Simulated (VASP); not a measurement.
# BaS (I-4m2) in VASP: single point with HSE06

Aim: the single point of BaS with HSE06.

All numbers are computed with VASP 6.6.1; they aren't measurements. Logs are shortened: lines on timing, memory, paths and dates and some standing lists are left out, and cuts for length are marked.

## (1) The cell of the first run

The structure is tetragonal, space group I-4m2 (No. 119). Conventional cell: a = 4.834 Å, b = 4.834 Å, c = 7.039 Å, α = 90.00°, β = 90.00°, γ = 90.00°. Within 3.9 Å of Ba (site symmetry -4m2) lie 4 S at 2.99 Å. Within 3.9 Å of S (site symmetry -4m2) lie 4 Ba at 2.99 Å.

## (2) Single point, HSE06 (biaxial xy strain -2.9%)

The input, POSCAR:

```
BaS
1.0
    0.0000000000      3.4184046531      3.5194117709
    3.4184046531      0.0000000000      3.5194117709
    3.4184046531      3.4184046531      0.0000000000
Ba S
1 1
Direct
    0.0000000000      0.0000000000      0.0000000000
    0.2500000000      0.2500000000      0.2500000000
```

The input, INCAR.step1:

```
  ALGO = Normal
  EDIFF = 1E-5
  ENCUT = 520
  GGA = PE
  ISIF = 2
  ISMEAR = 0
  LASPH = T
  LCHARG = F
  LREAL = F
  LWAVE = T
  NBANDS = 15
  NELM = 80
  PREC = Accurate
  SIGMA = 0.01
```

The input, INCAR.step2:

```
  ALGO = Normal
  EDIFF = 1E-7
  ENCUT = 520
  GGA = PE
  HFSCREEN = 0.2079
  ISIF = 2
  ISMEAR = 0
  ISTART = 1
  LASPH = T
  LCHARG = F
  LHFCALC = T
  LREAL = F
  LWAVE = F
  NBANDS = 15
  NELM = 80
  PREC = Accurate
  PRECFOCK = Normal
  SIGMA = 0.01
```

The input, KPOINTS:

```
k-points
0
Gamma
  4 4 4
```

Potentials or basis: VASP PAW PBE potentials, release 64 (Ba_sv, S).

Run with:

```bash
cat potpaw_PBE.64/Ba_sv/POTCAR potpaw_PBE.64/S/POTCAR > POTCAR
cp INCAR.step1 INCAR
mpirun -np 1 vasp_std > vasp.out
cp INCAR.step2 INCAR
mpirun -np 1 vasp_std > vasp.out
```

OUTCAR:

```text
EDIFF = 1E-7
   ENCUT = 520
   GGA = PE
   HFSCREEN = 0.2079
   ISIF = 2
   ISMEAR = 0
   ISTART = 1
   LASPH = T
   LHFCALC = T
   LREAL = F
   NELM = 80
   PREC = Accurate
   PRECFOCK = Normal

 ion  position               nearest neighbor table
   1  0.000  0.000  0.000-   2 2.99   2 2.99   2 2.99   2 2.99
   2  0.250  0.250  0.250-   1 2.99   1 2.99   1 2.99   1 2.99

  LATTYP: Found a body centered tetragonal cell.
 ALAT       =     4.8343542221
 C/A-ratio  =     1.4560007849

  Lattice vectors:

 A1 = (  -3.4184046531,   0.0000000000,   3.5194117709)
 A2 = (   3.4184046531,   0.0000000000,   3.5194117709)
 A3 = (   0.0000000000,   3.4184046531,  -3.5194117709)

Analysis of symmetry for initial positions (statically):
=====================================================================
 Subroutine PRICEL returns:
 Original cell was already a primitive cell.

 Routine SETGRP: Setting up the symmetry group for a
 body centered tetragonal supercell.

 Subroutine GETGRP returns: Found  8 space group operations
 (whereof  8 operations were pure point group operations)
 out of a pool of 16 trial point group operations.

The static configuration has the point symmetry D_2d.

Analysis of symmetry for dynamics (positions and initial velocities):
=====================================================================
 Subroutine PRICEL returns:
 Original cell was already a primitive cell.

 Routine SETGRP: Setting up the symmetry group for a
 body centered tetragonal supercell.

 Subroutine GETGRP returns: Found  8 space group operations
 (whereof  8 operations were pure point group operations)
 out of a pool of 16 trial point group operations.

The dynamic configuration has the point symmetry D_2d.

 Subroutine INISYM returns: Found  8 space group operations
 (whereof  8 operations are pure point group operations),
 and found     1 'primitive' translations

----------------------------------------------------------------------------------------

                                     Primitive cell

  volume of cell :      82.2521

  direct lattice vectors                    reciprocal lattice vectors
     0.000000000  3.418404653  3.519411771    -0.146267060  0.146267060  0.142069196
     3.418404653  0.000000000  3.519411771     0.146267060 -0.146267060  0.142069196
     3.418404653  3.418404653  0.000000000     0.146267060  0.146267060 -0.142069196

  length of vectors
     4.906296932  4.906296932  4.834354222     0.250941751  0.250941751  0.250941751

  position of ions in fractional coordinates (direct lattice)
     0.000000000  0.000000000  0.000000000
     0.250000000  0.250000000  0.250000000

  ion indices of the primitive-cell ions
   primitive index   ion index
                 1           1
                 2           2

----------------------------------------------------------------------------------------

 KPOINTS: k-points

Automatic generation of k-mesh.
 Grid dimensions read from file:
 generate k-points for:    4    4    4

 Generating k-lattice:

  Cartesian coordinates                     Fractional coordinates (reciprocal lattice)
    -0.036566765  0.036566765  0.035517299     0.250000000  0.000000000  0.000000000
     0.036566765 -0.036566765  0.035517299     0.000000000  0.250000000  0.000000000
     0.036566765  0.036566765 -0.035517299    -0.000000000 -0.000000000  0.250000000

  Length of vectors
     0.062735438  0.062735438  0.062735438

  Shift w.r.t. Gamma in fractional coordinates (k-lattice)
     0.000000000  0.000000000  0.000000000

 Subroutine IBZKPT returns following result:
 ===========================================

 Found     13 irreducible k-points:

 Following reciprocal coordinates:
            Coordinates               Weight
  0.000000  0.000000  0.000000      1.000000
  0.250000  0.000000  0.000000      8.000000
  0.500000  0.000000  0.000000      4.000000
  0.250000  0.250000  0.000000      2.000000
  0.500000  0.250000  0.000000      8.000000
 -0.250000  0.250000  0.000000      4.000000
  0.500000  0.500000  0.000000      1.000000
  0.250000  0.000000  0.250000      4.000000
  0.500000  0.000000  0.250000     16.000000
 -0.250000  0.000000  0.250000      8.000000
 -0.250000  0.500000  0.250000      4.000000
  0.500000  0.000000  0.500000      2.000000
 -0.250000  0.250000  0.500000      2.000000
   k-points           NKPTS =     13   k-points in BZ     NKDIM =     64   number of bands    NBANDS=     15
   number of dos      NEDOS =    301   number of ions     NIONS =      2
   total plane-waves  NPLWV =  46656
   dimension x,y,z NGX =    36 NGY =   36 NGZ =   36
   dimension x,y,z NGXF=    72 NGYF=   72 NGZF=   72
   ions per type =               1   1
   NGX,Y,Z   is equivalent  to a cutoff of  12.20, 12.20, 12.38 a.u.
   NGXF,Y,Z  is equivalent  to a cutoff of  24.40, 24.40, 24.76 a.u.
 SYSTEM =  unknown system
   PREC   = accura    normal or accurate (medium, high low for compatibility)
   ISTART =      1    job   : 0-new  1-cont  2-samecut
   ICHARG =      0    charge: 1-file 2-atom 10-const
   ISPIN  =      1    spin polarized calculation?
   LNONCOLLINEAR =      F non collinear calculations
   LSORBIT =      F    spin-orbit coupling
   LASPH  =      T    aspherical Exc in radial PAW
   ENCUT  =  520.0 eV  38.22 Ry    6.18 a.u.   9.12  9.12  8.99*2*pi/ulx,y,z
   NELM   =     80;   NELMIN=  2; NELMDL=  0     # of ELM steps
   EDIFF  = 0.1E-06   stopping-criterion for ELM
   LREAL  =      F    real-space projection
   EDIFFG = 0.1E-05   stopping-criterion for IOM
   NSW    =      0    number of steps for IOM
   IBRION =     -1    ionic relax: 0-MD 1-quasi-New 2-CG
   NFREE  =      0    steps in history (QN), initial steepest desc. (CG)
   ISIF   =      2    stress and relaxation
   ISYM   =      3    0-nonsym 1-usesym 2-fastsym
   POTIM  = 0.5000    time-step for ionic-motion
   TEBEG  =    0.0;   TEEND  =   0.0 temperature during run
   PSTRESS=    0.0 pullay stress
   NELECT =      16.0000    total number of electrons
   NUPDOWN=      -1.0000    fix difference up-down
   EMIN   =  10.00;   EMAX   =-10.00  energy-range for DOS
   EFERMI =   0.00;   METHOD = LEGACY
   ISMEAR =     0;   SIGMA  =   0.01  broadening in eV -4-tet -1-fermi 0-gaus
   EFERMI_NEDOS =   21; number of points for ismear=-14 and -15
   IALGO  =     38    algorithm
   IMIX   =      1    mixing-type and parameters
     AMIX     =   0.40;   BMIX     =  1.00
     AMIX_MAG =   1.60;   BMIX_MAG =  1.00
  volume/ion in A,a.u.               =      41.13       277.53
  Fermi-wavevector in a.u.,A,eV,Ry     =   0.948562  1.792523 12.242118  0.899770
  Thomas-Fermi vector in A             =   2.076762
   LORBIT       =      0    0 simple, 1 ext, 2 COOP (PROOUT), +10 PAW based schemes
   GGA     = PE    functional components
   LHFCALC =     T    Hartree Fock is set to
   PRECFOCK=normal    Normal, Fast or Accurate (Low or Medium for compatibility)
   ENCUT4O =  -1.0   cutoff for four orbital integrals eV
   NKREDX  =     1    reduce k-point grid by
   NKREDY  =     1    reduce k-point grid by
   NKREDZ  =     1    reduce k-point grid by
   AEXX    =    0.2500 exact exchange contribution
   HFSCREEN=    0.2079 screening length (either q_TF or 0.3 A-1)
   HFSCREENC=   0.2079 screening length for correlation (either q_TF or 0.3 A-1)
   ENCUTFOCK=  -1.0 apply spherical cutoff to Coloumb kernel
   IVDW    =     0    specifies the selected vdW correction
   LEPSILON=     F    determine dielectric tensor
   LRPA    =     F    only Hartree local field effects (RPA)
 non-spin polarized calculation
 Gauss-broadening in eV      SIGMA  =   0.01
  energy-cutoff  :      520.00
  volume of cell :       82.25
 maximum number of plane-waves:      2264
  NGX = 28; NGY = 28; NGZ = 28

 number of electron      16.0000000 magnetization

 Free energy of the ion-electron system (eV)
  ---------------------------------------------------
  ext. energy  EPLUGINS =         0.00000000
  ---------------------------------------------------
  free energy    TOTEN  =       -11.01158872 eV

  energy without entropy =      -11.01158872  energy(sigma->0) =      -11.01158872

 E-fermi :  -0.4882     XC(G=0):  -6.2132

 val. band max:       -0.5775089970   @ k =  -0.2500   0.5000   0.2500
 cond. band min:       3.1487273385   @ k =   0.0000   0.0000   0.0000
 fundamental gap:      3.7262363355
 Fermi energy:        -0.4882253222

 k-point     1 :       0.0000    0.0000    0.0000
  band No.  band energies     occupation
      1     -28.2448      2.00000
      2     -12.3873      2.00000
      3     -12.3872      2.00000
      4     -12.3872      2.00000
      5     -11.6299      2.00000
      6      -1.4316      2.00000
      7      -1.4160      2.00000
      8      -1.4160      2.00000
      9       3.1487      0.00000
     10       5.5472      0.00000
     11       5.7864      0.00000
     12       7.5617      0.00000
     13       7.8272      0.00000
     14       7.8272      0.00000
     15      10.8536      0.00000

 k-point     2 :       0.2500    0.0000    0.0000
  band No.  band energies     occupation
      1     -28.2330      2.00000
      2     -13.0509      2.00000
      3     -12.4199      2.00000
      4     -12.4141      2.00000
      5     -10.9617      2.00000
      6      -1.4588      2.00000
      7      -1.2645      2.00000
      8      -1.2433      2.00000
      9       4.2944      0.00000
     10       5.3199      0.00000
     11       5.4427      0.00000
     12       7.1742      0.00000
     13       8.2715      0.00000
     14       8.3449      0.00000
     15       8.4978      0.00000
[... 167 lines left out ...]
      3     -12.5477      2.00000
      4     -12.5265      2.00000
      5     -10.3514      2.00000
      6      -1.8550      2.00000
      7      -0.6239      2.00000
      8      -0.5909      2.00000
      9       3.8380      0.00000
     10       5.0762      0.00000
     11       7.0445      0.00000
     12       7.0843      0.00000
     13       7.2183      0.00000
     14       9.6238      0.00000
     15       9.9590      0.00000

 k-point    13 :      -0.2500    0.2500    0.5000
  band No.  band energies     occupation
      1     -28.2125      2.00000
      2     -13.5074      2.00000
      3     -12.6025      2.00000
      4     -12.5298      2.00000
      5     -10.3199      2.00000
      6      -1.3222      2.00000
      7      -1.1752      2.00000
      8      -0.6221      2.00000
      9       3.7785      0.00000
     10       4.7835      0.00000
     11       6.7929      0.00000
     12       7.1564      0.00000
     13       8.3542      0.00000
     14       9.4336      0.00000
     15       9.8068      0.00000

------------------------ aborting loop because EDIFF is reached ----------------------------------------

  FORCE on cell =-STRESS in cart. coord.  units (eV):
  Direction    XX          YY          ZZ          XY          YZ          ZX
  --------------------------------------------------------------------------------------
  -------------------------------------------------------------------------------------
  Total        1.0714904      1.0714904      1.0540865      0.0000000     -0.0000000     -0.0000000
  in kB       20.8714119     20.8714119     20.5324051      0.0000000     -0.0000000     -0.0000000
  external PRESSURE =      20.7584096 kB  Pullay stress =       0.0000000 kB

 VOLUME and BASIS-vectors are now :
 -----------------------------------------------------------------------------
  energy-cutoff  :      520.00
  volume of cell :       82.25
      direct lattice vectors                 reciprocal lattice vectors
     0.000000000  3.418404653  3.519411771    -0.146267060  0.146267060  0.142069196
     3.418404653  0.000000000  3.519411771     0.146267060 -0.146267060  0.142069196
     3.418404653  3.418404653  0.000000000     0.146267060  0.146267060 -0.142069196

 POSITION                                       TOTAL-FORCE (eV/Angst)
 -----------------------------------------------------------------------------------
      0.00000      0.00000      0.00000        -0.000000     -0.000000      0.000000
      1.70920      1.70920      1.75971         0.000000      0.000000     -0.000000
 -----------------------------------------------------------------------------------
    total drift:                               -0.000000     -0.000000     -0.000000

  FREE ENERGIE OF THE ION-ELECTRON SYSTEM (eV)
  ---------------------------------------------------
  free  energy   TOTEN  =       -11.0115887177 eV

  energy  without entropy=      -11.0115887177  energy(sigma->0) =      -11.01158872
```

Wall time 10 min (1 thread of Intel Xeon 6975P-C (Granite Rapids), shared host); peak memory 0.32 GiB.

Results:

```yaml
Free_energy: -11.0116 eV
Pressure: 2.1 GPa
Band_gap_on_the_k_mesh: 3.73 eV (least direct gap 4.32 eV)
```

Caveat: the cell differs from its parent crystal (biaxial xy strain -2.9%); the PAW data sets were made with another functional, which shifts forces and pressure a little; spin-orbit coupling is left out, which moves the levels of the heavy elements.
